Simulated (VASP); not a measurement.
The system is Mg.

```xyz
1
Lattice="0.0000 2.2650 2.2650 2.2650 0.0000 2.2650 2.2650 2.2650 0.0000" Properties=species:S:1:pos:R:3 pbc="T T T"
Mg    0.0000    0.0000    0.0000
```

This isn't the form of Mg at room conditions, which is hcp.

| Item | Value |
| --- | --- |
| Program | VASP 6.6.1 |
| Task | relaxation of cell and atoms |
| Functional | LDA |
| Potentials or basis | VASP PAW LDA potentials, release 64 (Mg) |
| Cutoff | 600 eV |
| k mesh | 9 × 9 × 9 |
| Occupations | fermi-dirac, width 0.05 eV |
| Spin | no spin polarisation |

At the start: pressure -2.5 GPa; volume 23.24 Å³/atom.

How do energy, volume and symmetry change on relaxing?

Over 3 steps the energy falls by 14.1 meV/atom and the volume is 21.60 Å³/atom (-7.1 %); space group Fm-3m (No. 225, to 0.1 Å) before and after.

The path:
```tsv
step	energy change (eV)	largest force (eV/Å)	pressure (GPa)	volume (Å³)
1	0.0000	0.0000	-2.55	23.24
2	-0.0130	0.0000	-0.78	22.02
3	-0.0141	0.0000	-0.04	21.60
```

Final structure:
```
Mg
1.0
     0.00000    2.21031    2.21031
     2.21031    0.00000    2.21031
     2.21031    2.21031    0.00000
Mg
1
Cartesian
  0.0000 0.0000 0.0000
```
